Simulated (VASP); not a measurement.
# CoPtO2 (R-3m) in VASP: a series of runs, part 2 of 2

VASP 6.6.1.

## (3) Single point, PBE (10.95 Å³/atom)

This run uses another cell than the first one, of 10.95 Å³/atom.

The input, INCAR:

```
ALGO = Normal
EDIFF = 1E-6
ENCUT = 600
GGA = PE
GGA_COMPAT = False
ISIF = 2
ISMEAR = 0
LASPH = True
LCHARG = False
LREAL = False
LWAVE = False
NBANDS = 24
NELM = 120
PREC = Accurate
SIGMA = 0.05
```

The input, KPOINTS:

```
k-points
0
Gamma
  14 14 14
```

The input, POSCAR:

```
CoPtO2
1.0
    1.4503030280      0.8373328436      6.0106723238
   -1.4503030280      0.8373328436      6.0106723238
    0.0000000000     -1.6746656873      6.0106723238
Co Pt O
1 1 2
Direct
    0.5000000000      0.5000000000      0.5000000000
    0.0000000000      0.0000000000      0.0000000000
    0.8873157422      0.8873157422      0.8873157422
    0.1126842578      0.1126842578      0.1126842578
```

Potentials or basis: VASP PAW PBE potentials, release 64 (Co, Pt, O).

Launch:

```console
cat potpaw_PBE.64/Co/POTCAR potpaw_PBE.64/Pt/POTCAR potpaw_PBE.64/O/POTCAR > POTCAR
mpirun -np 1 vasp_std > vasp.out
```

OUTCAR:

```text
EDIFF = 1E-6
   ENCUT = 600
   GGA = PE
   ISIF = 2
   ISMEAR = 0
   LASPH = True
   LREAL = False
   NELM = 120
   PREC = Accurate

 ion  position               nearest neighbor table
   1  0.500  0.500  0.500-   4 1.94   4 1.94   3 1.94   3 1.94   4 1.94   3 1.94
   2  0.000  0.000  0.000-   3 2.03   4 2.03
   3  0.887  0.887  0.887-   1 1.94   1 1.94   1 1.94   2 2.03
   4  0.113  0.113  0.113-   1 1.94   1 1.94   1 1.94   2 2.03

  LATTYP: Found a trigonal (rhomboedric) cell.
 ALAT       =     6.2396063135
[... 840 lines left out ...]
     24      21.7513      0.00000

 [... further k-points ...]
[... 5 lines left out ...]
  --------------------------------------------------------------------------------------
  -------------------------------------------------------------------------------------
  Total       -2.2646974     -2.2646974     -2.2059113      0.0000000      0.0000000      0.0000000
  in kB      -82.8494393    -82.8494393    -80.6988694      0.0000000      0.0000000      0.0000000
  external PRESSURE =     -82.1325827 kB  Pullay stress =       0.0000000 kB

 VOLUME and BASIS-vectors are now :
 -----------------------------------------------------------------------------
  energy-cutoff  :      600.00
  volume of cell :       43.80
      direct lattice vectors                 reciprocal lattice vectors
     1.450303028  0.837332844  6.010672324     0.344755538  0.199044702  0.055456913
    -1.450303028  0.837332844  6.010672324    -0.344755538  0.199044702  0.055456913
     0.000000000 -1.674665687  6.010672324     0.000000000 -0.398089405  0.055456913

 POSITION                                       TOTAL-FORCE (eV/Angst)
 -----------------------------------------------------------------------------------
      0.00000     -0.00000      9.01601         0.000000      0.000000      0.000000
      0.00000      0.00000      0.00000         0.000000      0.000000      0.000000
      0.00000     -0.00000     16.00009         0.000000     -0.000000      0.021222
      0.00000     -0.00000      2.03192         0.000000      0.000000     -0.021222
 -----------------------------------------------------------------------------------
    total drift:                               -0.000000     -0.000000     -0.000000

  FREE ENERGIE OF THE ION-ELECTRON SYSTEM (eV)
  ---------------------------------------------------
  free  energy   TOTEN  =       -26.4165403413 eV

  energy  without entropy=      -26.4152422021  energy(sigma->0) =      -26.41589127
```

OSZICAR:

```text
N       E                     dE             d eps       ncg     rms          rms(c)
DAV:   1     0.256572118365E+03    0.25657E+03   -0.16411E+04 13912   0.157E+03
DAV:   2    -0.113234152064E+02   -0.26790E+03   -0.24005E+03 15008   0.361E+02
DAV:   3    -0.311941942107E+02   -0.19871E+02   -0.19229E+02 17000   0.108E+02
DAV:   4    -0.315053136962E+02   -0.31112E+00   -0.31088E+00 15848   0.138E+01
DAV:   5    -0.315121670164E+02   -0.68533E-02   -0.68530E-02 17872   0.206E+00    0.247E+01
DAV:   6    -0.349399313024E+02   -0.34278E+01   -0.31981E+01 16104   0.963E+01    0.389E+01
DAV:   7    -0.272579647638E+02    0.76820E+01   -0.22504E+01 17952   0.116E+02    0.144E+01
DAV:   8    -0.263884919252E+02    0.86947E+00   -0.43440E+00 18472   0.202E+01    0.533E+00
DAV:   9    -0.264187502040E+02   -0.30258E-01   -0.40046E-01 14984   0.473E+00    0.177E+00
DAV:  10    -0.264167981838E+02    0.19520E-02   -0.14732E-02 21240   0.148E+00    0.530E-01
DAV:  11    -0.264168427202E+02   -0.44536E-04   -0.59950E-03 15480   0.634E-01    0.311E-01
DAV:  12    -0.264165957867E+02    0.24693E-03   -0.39264E-04 20176   0.286E-01    0.135E-01
DAV:  13    -0.264165418372E+02    0.53949E-04   -0.13500E-04 20632   0.141E-01    0.298E-02
DAV:  14    -0.264165411479E+02    0.68931E-06   -0.17860E-05 16632   0.558E-02    0.153E-02
DAV:  15    -0.264165403413E+02    0.80664E-06   -0.89621E-07 12912   0.168E-02
   1 F= -.26416540E+02 E0= -.26415891E+02  d E =-.129814E-02
```

Run time: 30 min. Hardware: 1 thread of Intel Xeon 8259CL, shared host; peak memory 0.65 GiB.

What came out:

```yaml
Free_energy: -26.4165 eV
Pressure: -8.2 GPa
Largest_force: 0.021 eV/Å
Band_gap_on_the_k_mesh: zero (an odd number of electrons rules out a gap without spin polarisation)
```

Forces in eV/Å, atoms in the order of the input:
```
Co   0.000  0.000  0.000
Pt   0.000  0.000  0.000
O    0.000  0.000  0.021
O    0.000  0.000 -0.021
```

Stress tensor (GPa, compression positive):
```
-8.28  0.00  0.00
 0.00 -8.28  0.00
 0.00  0.00 -8.07
```

Levels at points of the mesh, in eV from the Fermi level:
| k point | band 12 | band 13 | band 14 | band 15 | band 16 | band 17 | band 18 | band 19 | band 20 | band 21 |
| --- | --- | --- | --- | --- | --- | --- | --- | --- | --- | --- |
| (0.00, 0.00, 0.00) | -1.86 | -1.86 | -1.59 | -1.59 | -1.40 | 1.68 | 1.68 | 2.43 | 5.43 | 8.48 |
| (0.50, 0.00, 0.00) | -1.45 | -1.23 | -1.02 | -0.19 | 0.82 | 1.05 | 1.18 | 2.45 | 6.48 | 9.69 |
| (0.50, 0.50, 0.00) | -1.70 | -1.23 | -1.06 | -0.19 | -0.02 | 1.56 | 1.87 | 2.47 | 7.08 | 8.87 |
| (0.50, 0.50, 0.50) | -1.75 | -1.75 | -0.84 | -0.81 | -0.81 | 1.29 | 1.29 | 3.70 | 4.33 | 8.49 |

Caveat: the cell stands under tension; spin-orbit coupling is left out, which moves the levels of the heavy elements; an odd number of electrons without spin polarisation forces a metal; a magnetic or distorted state may lie lower; the run has no spin polarisation, though such a crystal can be magnetic; semilocal functionals often make such compounds metallic where correlation or magnetic order opens a gap, which also shifts bond lengths.
